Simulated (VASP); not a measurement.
Write the native input for VASP 6.6.1 that does the following.

* Task: relaxation of cell and atoms
* Functional: PBEsol
* Potentials or basis: VASP PAW PBE potentials, release 64 (Al, Pt)
* Cutoff: 600 eV
* k mesh: 12 × 12 × 8
* Occupations: gaussian, width 0.1 eV
* Spin: no spin polarisation
* Dipole correction: no
* Further INCAR settings: ALGO = Normal; EDIFF = 1e-07; IBRION = 2; EDIFFG = -0.015; NSW = 80; ISIF = 3

The structure of AlPt lies in POSCAR:

```
AlPt
1.0
    0.0000000000     -3.0601336871      3.0601336871
   -3.0601336871      3.0601336871      0.0000000000
   -3.0601336871     -3.0601336871     -3.0601336871
Al Pt
3 3
Direct
    0.6666666667      0.3333333333      0.1666666667
    0.3333333333      0.6666666667      0.8333333333
    0.0000000000      0.0000000000      0.5000000000
    0.0000000000      1.0000000000      0.0000000000
    0.6666666667      0.3333333333      0.6666666667
    0.3333333333      0.6666666667      0.3333333333
```

One way to write it, as run:

INCAR

```
SYSTEM = AlPt
PREC = Accurate
ENCUT = 600
EDIFF = 1E-7
ISMEAR = 0
SIGMA = 0.1
LREAL = .FALSE.
LASPH = .TRUE.
NELM = 100
ALGO = Normal
ISIF = 3
LWAVE = .FALSE.
LCHARG = .FALSE.
GGA = PS
IBRION = 2
NSW = 80
EDIFFG = -0.015
```

KPOINTS

```
Automatic mesh
0
G
  12 12 8
  0 0 0
```

Potentials or basis: VASP PAW PBE potentials, release 64 (Al, Pt).

Run with:

```sh
$ cat potpaw_PBE.64/Al/POTCAR potpaw_PBE.64/Pt/POTCAR > POTCAR
$ mpirun -np 1 vasp_std > vasp.out
```

It gave:

- Pressure after relaxing: 0.0 GPa
- Band gap on the k mesh: zero (an odd number of electrons rules out a gap without spin polarisation)

Caveat: the relaxation stopped at its first step, so nothing moved; the PAW data sets were made with another functional, which shifts forces and pressure a little; spin-orbit coupling is left out, which moves the levels of the heavy elements.

Run time: 2.3 min on 1 thread of Intel(R) Xeon(R) 6975P-C (Granite Rapids), with other jobs on the host, peak memory 0.41 GiB.
